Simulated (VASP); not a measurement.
# WS2 (P6_3/mmc) in VASP: notebook

Runs on WS2. Level: r2SCAN. Tasks: single point.

Program: VASP 6.6.1. These are calculated values, not measurements. Logs are shortened: lines on timing, memory, paths and dates and some standing lists are left out, and cuts for length are marked.

### Step 1. The cell of the first run

It takes space group P6_3/mmc (No. 194, hexagonal). Conventional cell: a = 3.170 Å, b = 3.170 Å, c = 11.991 Å, α = 90.00°, β = 90.00°, γ = 120.00°. Within 3.2 Å of W (site symmetry -6m2) lie 6 S at 2.40 Å and 6 W at 3.17 Å. S (site symmetry 3m) has 3 W at 2.40 Å and 7 S at 3.11 to 3.17 Å within 3.2 Å.

### Step 2. Single point, r2SCAN (uniaxial z strain -4.0%)

POSCAR

```
WS2
1.0
    3.1699462934      0.0000000000      0.0000000000
   -1.5849731467      2.7452540187      0.0000000000
    0.0000000000      0.0000000000     11.9914277304
W S
2 4
Direct
    0.3333333333      0.6666666667      0.2500000000
    0.6666666667      0.3333333333      0.7500000000
    0.6666666667      0.3333333333      0.3798189439
    0.6666666667      0.3333333333      0.1201810561
    0.3333333333      0.6666666667      0.8798189439
    0.3333333333      0.6666666667      0.6201810561
```

INCAR.step1

```
SYSTEM = WS2
ALGO = Normal
EDIFF = 1E-5
ENCUT = 550
GGA = PE
GGA_COMPAT = .False.
ISMEAR = 0
LASPH = .True.
LCHARG = .False.
LREAL = .False.
LWAVE = .True.
NBANDS = 35
NELM = 120
PREC = Accurate
SIGMA = 0.01
```

INCAR.step2

```
SYSTEM = WS2
ALGO = Normal
EDIFF = 1E-6
ENCUT = 550
GGA_COMPAT = .False.
ISIF = 2
ISMEAR = 0
ISTART = 1
LASPH = .True.
LCHARG = .False.
LMIXTAU = .True.
LREAL = .False.
LWAVE = .False.
METAGGA = R2SCAN
NBANDS = 35
NELM = 120
PREC = Accurate
SIGMA = 0.01
```

KPOINTS

```
k-points
0
Gamma
  12 12 2
  0 0 0
```

Potentials or basis: VASP PAW PBE potentials, release 64 (W_sv, S).

Started as:

```console
$ cat potpaw_PBE.64/W_sv/POTCAR potpaw_PBE.64/S/POTCAR > POTCAR
$ cp INCAR.step1 INCAR
$ mpirun -np 1 vasp_std > vasp.out
$ cp INCAR.step2 INCAR
$ mpirun -np 1 vasp_std > vasp.out
```

OUTCAR:

```text
SYSTEM = WS2
   EDIFF = 1E-6
   ENCUT = 550
   ISIF = 2
   ISMEAR = 0
   ISTART = 1
   LASPH = .True.
   LREAL = .False.
   METAGGA = R2SCAN
   NELM = 120
   PREC = Accurate

 ion  position               nearest neighbor table
   1  0.333  0.667  0.250-   3 2.40   4 2.40   3 2.40   4 2.40   3 2.40   4 2.40
   2  0.667  0.333  0.750-   5 2.40   6 2.40   5 2.40   6 2.40   5 2.40   6 2.40
   3  0.667  0.333  0.380-   1 2.40   1 2.40   1 2.40
   4  0.667  0.333  0.120-   1 2.40   1 2.40   1 2.40
   5  0.333  0.667  0.880-   2 2.40   2 2.40   2 2.40
   6  0.333  0.667  0.620-   2 2.40   2 2.40   2 2.40

  LATTYP: Found a hexagonal cell.
 ALAT       =     3.1699462934
 C/A-ratio  =     3.7828488626

  Lattice vectors:

 A1 = (   3.1699462934,   0.0000000000,   0.0000000000)
 A2 = (  -1.5849731467,   2.7452540187,   0.0000000000)
 A3 = (   0.0000000000,   0.0000000000,  11.9914277304)

Analysis of symmetry for initial positions (statically):
=====================================================================
 Subroutine PRICEL returns:
 Original cell was already a primitive cell.

 Routine SETGRP: Setting up the symmetry group for a
 hexagonal supercell.

 Subroutine GETGRP returns: Found 24 space group operations
 (whereof 12 operations were pure point group operations)
 out of a pool of 24 trial point group operations.

The static configuration has the point symmetry D_3d.
 The point group associated with its full space group is D_6h.

Analysis of symmetry for dynamics (positions and initial velocities):
=====================================================================
 Subroutine PRICEL returns:
 Original cell was already a primitive cell.

 Routine SETGRP: Setting up the symmetry group for a
 hexagonal supercell.

 Subroutine GETGRP returns: Found 24 space group operations
 (whereof 12 operations were pure point group operations)
 out of a pool of 24 trial point group operations.

The dynamic configuration has the point symmetry D_3d.
 The point group associated with its full space group is D_6h.

 Subroutine INISYM returns: Found 24 space group operations
 (whereof 12 operations are pure point group operations),
 and found     1 'primitive' translations

----------------------------------------------------------------------------------------

[... 99 lines left out ...]
   NELM   =    120;   NELMIN=  2; NELMDL=  0     # of ELM steps
   EDIFF  = 0.1E-05   stopping-criterion for ELM
   LREAL  =      F    real-space projection
   EDIFFG = 0.1E-04   stopping-criterion for IOM
   NSW    =      0    number of steps for IOM
   IBRION =     -1    ionic relax: 0-MD 1-quasi-New 2-CG
   NFREE  =      0    steps in history (QN), initial steepest desc. (CG)
   ISIF   =      2    stress and relaxation
   ISYM   =      2    0-nonsym 1-usesym 2-fastsym
   POTIM  = 0.5000    time-step for ionic-motion
   TEBEG  =    0.0;   TEEND  =   0.0 temperature during run
   PSTRESS=    0.0 pullay stress
   NELECT =      52.0000    total number of electrons
   NUPDOWN=      -1.0000    fix difference up-down
   EMIN   =  10.00;   EMAX   =-10.00  energy-range for DOS
   EFERMI =   0.00;   METHOD = LEGACY
   ISMEAR =     0;   SIGMA  =   0.01  broadening in eV -4-tet -1-fermi 0-gaus
   EFERMI_NEDOS =   21; number of points for ismear=-14 and -15
   IALGO  =     38    algorithm
   IMIX   =      4    mixing-type and parameters
     AMIX     =   0.40;   BMIX     =  1.00
     AMIX_MAG =   1.60;   BMIX_MAG =  1.00
  volume/ion in A,a.u.               =      17.39       117.37
  Fermi-wavevector in a.u.,A,eV,Ry     =   1.297899  2.452673 22.919576  1.684541
  Thomas-Fermi vector in A             =   2.429262
   LORBIT       =      0    0 simple, 1 ext, 2 COOP (PROOUT), +10 PAW based schemes
   METAGGA = R2SCAN    functional components
   LHFCALC =     F    Hartree Fock is set to
   AEXX    =    0.0000 exact exchange contribution
   IVDW    =     0    specifies the selected vdW correction
   LEPSILON=     F    determine dielectric tensor
   LRPA    =     F    only Hartree local field effects (RPA)
 non-spin polarized calculation
 Gauss-broadening in eV      SIGMA  =   0.01
  energy-cutoff  :      550.00
  volume of cell :      104.35
 maximum number of plane-waves:      3114
   NGX = 13   NGY = 13   NGZ = 45

 number of electron      51.9999996 magnetization

 Free energy of the ion-electron system (eV)
  ---------------------------------------------------
  ext. energy  EPLUGINS =         0.00000000
  ---------------------------------------------------
  free energy    TOTEN  =      -140.06231870 eV

  energy without entropy =     -140.06231870  energy(sigma->0) =     -140.06231870

 E-fermi :   7.8278     XC(G=0): -11.8206

 val. band max:        7.7678963616   @ k =   0.0000   0.0000   0.0000
 cond. band min:       8.7194690748   @ k =   0.1667   0.1667   0.0000
 fundamental gap:      0.9515727132
 Fermi energy:         7.8278321745

 k-point     1 :       0.0000    0.0000    0.0000
  band No.  band energies     occupation
      1     -68.9944      2.00000
      2     -68.9944      2.00000
      3     -32.5951      2.00000
      4     -32.5950      2.00000
      5     -32.4306      2.00000
      6     -32.4306      2.00000
[... 901 lines left out ...]
     34      11.6957      0.00000
     35      13.9319      0.00000

 [... further k-points ...]

------------------------ aborting loop because EDIFF is reached ----------------------------------------

  FORCE on cell =-STRESS in cart. coord.  units (eV):
  Direction    XX          YY          ZZ          XY          YZ          ZX
  --------------------------------------------------------------------------------------
  -------------------------------------------------------------------------------------
  Total        1.4483351      1.4483351      2.7674074      0.0000000      0.0000000      0.0000000
  in kB       22.2369037     22.2369037     42.4891793      0.0000000      0.0000000      0.0000000
  external PRESSURE =      28.9876623 kB  Pullay stress =       0.0000000 kB

 VOLUME and BASIS-vectors are now :
 -----------------------------------------------------------------------------
  energy-cutoff  :      550.00
  volume of cell :      104.35
      direct lattice vectors                 reciprocal lattice vectors
     3.169946293  0.000000000  0.000000000     0.315462758  0.182132508  0.000000000
    -1.584973147  2.745254019  0.000000000     0.000000000  0.364265016  0.000000000
     0.000000000  0.000000000 11.991427730     0.000000000  0.000000000  0.083392906

 POSITION                                       TOTAL-FORCE (eV/Angst)
 -----------------------------------------------------------------------------------
     -0.00000      1.83017      2.99786         0.000000     -0.000000      0.000000
      1.58497      0.91508      8.99357        -0.000000      0.000000      0.000000
      1.58497      0.91508      4.55457        -0.000000     -0.000000     -0.032449
      1.58497      0.91508      1.44114         0.000000      0.000000      0.032449
     -0.00000      1.83017     10.55029        -0.000000     -0.000000     -0.032449
     -0.00000      1.83017      7.43686        -0.000000     -0.000000      0.032449
 -----------------------------------------------------------------------------------
    total drift:                               -0.000000      0.000000     -0.000000

  FREE ENERGIE OF THE ION-ELECTRON SYSTEM (eV)
  ---------------------------------------------------
  free  energy   TOTEN  =      -140.0623187002 eV

  energy  without entropy=     -140.0623187002  energy(sigma->0) =     -140.06231870
```

OUTCAR.step1:

```text
SYSTEM = WS2
   EDIFF = 1E-5
   ENCUT = 550
   GGA = PE
   ISMEAR = 0
   LASPH = .True.
   LREAL = .False.
   NELM = 120
[... 1149 lines left out ...]
      1.58497      0.91508      1.44114         0.000000     -0.000000     -0.215812
     -0.00000      1.83017     10.55029        -0.000000      0.000000      0.215812
     -0.00000      1.83017      7.43686        -0.000000      0.000000     -0.215812
 -----------------------------------------------------------------------------------
    total drift:                               -0.000000      0.000000     -0.000000

  FREE ENERGIE OF THE ION-ELECTRON SYSTEM (eV)
  ---------------------------------------------------
  free  energy   TOTEN  =       -47.1696604236 eV

  energy  without entropy=      -47.1696604236  energy(sigma->0) =      -47.16966042
```

OSZICAR.step1:

```text
N       E                     dE             d eps       ncg     rms          rms(c)
DAV:   1     0.524600964306E+03    0.52460E+03   -0.29278E+04  2900   0.155E+03
DAV:   2    -0.154016803784E+02   -0.54000E+03   -0.52170E+03  3071   0.420E+02
DAV:   3    -0.490168207406E+02   -0.33615E+02   -0.32987E+02  3325   0.990E+01
DAV:   4    -0.498484456503E+02   -0.83162E+00   -0.82837E+00  3215   0.161E+01
DAV:   5    -0.498643472944E+02   -0.15902E-01   -0.15891E-01  3222   0.237E+00    0.384E+01
DAV:   6    -0.475195568451E+02    0.23448E+01   -0.82648E+00  3001   0.193E+01    0.166E+01
DAV:   7    -0.473023570744E+02    0.21720E+00   -0.25173E+00  2811   0.827E+00    0.677E+00
DAV:   8    -0.471701706558E+02    0.13219E+00   -0.38311E-01  2976   0.425E+00    0.219E+00
DAV:   9    -0.471724192583E+02   -0.22486E-02   -0.47808E-02  3139   0.113E+00    0.117E+00
DAV:  10    -0.471701571227E+02    0.22621E-02   -0.25634E-02  3122   0.102E+00    0.390E-01
DAV:  11    -0.471696687744E+02    0.48835E-03   -0.45743E-03  2918   0.411E-01    0.189E-01
DAV:  12    -0.471696414307E+02    0.27344E-04   -0.17602E-04  3067   0.782E-02    0.847E-02
DAV:  13    -0.471696586641E+02   -0.17233E-04   -0.31620E-05  2576   0.328E-02    0.600E-02
DAV:  14    -0.471696604236E+02   -0.17595E-05   -0.26557E-05  2406   0.327E-02
   1 F= -.47169660E+02 E0= -.47169660E+02  d E =-.488445E-40
```

Wall time 3.4 min (1 thread of Intel Xeon 6975P-C (Granite Rapids), shared host); peak memory 0.31 GiB.

Results:

```
Free energy            : -140.0623 eV
Pressure               : 2.9 GPa
Largest force          : 0.032 eV/Å
Band gap on the k mesh : 0.95 eV (least direct gap 1.85 eV)
```

Forces on the atoms (eV/Å):
```
W    0.000  0.000  0.000
W    0.000  0.000  0.000
S    0.000  0.000 -0.032
S    0.000  0.000  0.032
S    0.000  0.000 -0.032
S    0.000  0.000  0.032
```

Stress tensor (GPa, compression positive):
```
2.22 0.00 0.00
0.00 2.22 0.00
0.00 0.00 4.25
```

Caveat: the cell differs from its parent crystal (uniaxial z strain -4.0%); the PAW data sets were made with another functional, which shifts forces and pressure a little; spin-orbit coupling is left out, which moves the levels of the heavy elements. A k mesh can miss the band edges.

### Step 3. Single point, r2SCAN (uniaxial z strain -3.0%)

POSCAR

```
WS2
1.0
    3.1699462934      0.0000000000      0.0000000000
   -1.5849731467      2.7452540187      0.0000000000
    0.0000000000      0.0000000000     12.1163384359
W S
2 4
Direct
    0.3333333333      0.6666666667      0.2500000000
    0.6666666667      0.3333333333      0.7500000000
    0.6666666667      0.3333333333      0.3786382076
    0.6666666667      0.3333333333      0.1213617924
    0.3333333333      0.6666666667      0.8786382076
    0.3333333333      0.6666666667      0.6213617924
```

INCAR.step1

```
PREC = Accurate
ENCUT = 550
ISMEAR = 0
SIGMA = 0.01
LREAL = False
LASPH = True
NELM = 120
NBANDS = 35
GGA = PE
ALGO = Normal
EDIFF = 1E-5
LWAVE = True
LCHARG = False
GGA_COMPAT = False
```

INCAR.step2

```
PREC = Accurate
ENCUT = 550
EDIFF = 1E-6
ISMEAR = 0
SIGMA = 0.01
LREAL = False
LASPH = True
NELM = 120
ALGO = Normal
ISIF = 2
LWAVE = False
LCHARG = True
METAGGA = R2SCAN
LMIXTAU = True
LELF = True
LVHAR = True
NBANDS = 35
ISTART = 1
GGA_COMPAT = False
```

KPOINTS

```
Automatic mesh
0
Gamma
  12 12 2
```

Potentials or basis: VASP PAW PBE potentials, release 64 (W_sv, S).

Started as:

```console
$ cat potpaw_PBE.64/W_sv/POTCAR potpaw_PBE.64/S/POTCAR > POTCAR
$ cp INCAR.step1 INCAR
$ mpirun -np 1 vasp_std > vasp.out
$ cp INCAR.step2 INCAR
$ mpirun -np 1 vasp_std > vasp.out
```

It took 3.5 min on 1 thread of Intel Xeon 6975P-C (Granite Rapids), shared host; peak memory 0.31 GiB.

Results (log left out):

- Free energy: -140.0901 eV
- Pressure: 2.4 GPa
- Largest force: 0.032 eV/Å
- Band gap on the k mesh: 1.01 eV (least direct gap 1.87 eV)

Forces in eV/Å, atoms in the order of the input:
```
W    0.000  0.000  0.000
W    0.000  0.000  0.000
S    0.000  0.000 -0.032
S    0.000  0.000  0.032
S    0.000  0.000 -0.032
S    0.000  0.000  0.032
```

Stress tensor (GPa, compression positive):
```
2.01 0.00 0.00
0.00 2.01 0.00
0.00 0.00 3.30
```

Levels at points of the mesh, in eV from the valence-band top:
```
           k point  band 22  band 23  band 24  band 25  band 26  band 27  band 28  band 29  band 30  band 31
(0.00, 0.00, 0.00)    -2.52    -2.52    -1.56    -1.28     0.00     2.30     2.30     2.31     2.31     2.34
(0.50, 0.00, 0.00)    -2.98    -2.34    -2.09    -1.93    -1.69     2.24     2.30     2.59     2.86     3.32
(0.00, 0.00, 0.50)    -2.56    -2.56    -2.56    -0.32    -0.32     2.29     2.29     2.29     2.29     2.47
(0.50, 0.00, 0.50)    -3.13    -2.22    -2.22    -1.79    -1.79     2.27     2.27     2.75     2.75     3.64
```

Caveat: the cell differs from its parent crystal (uniaxial z strain -3.0%); the PAW data sets were made with another functional, which shifts forces and pressure a little; spin-orbit coupling is left out, which moves the levels of the heavy elements. A k mesh can miss the band edges.
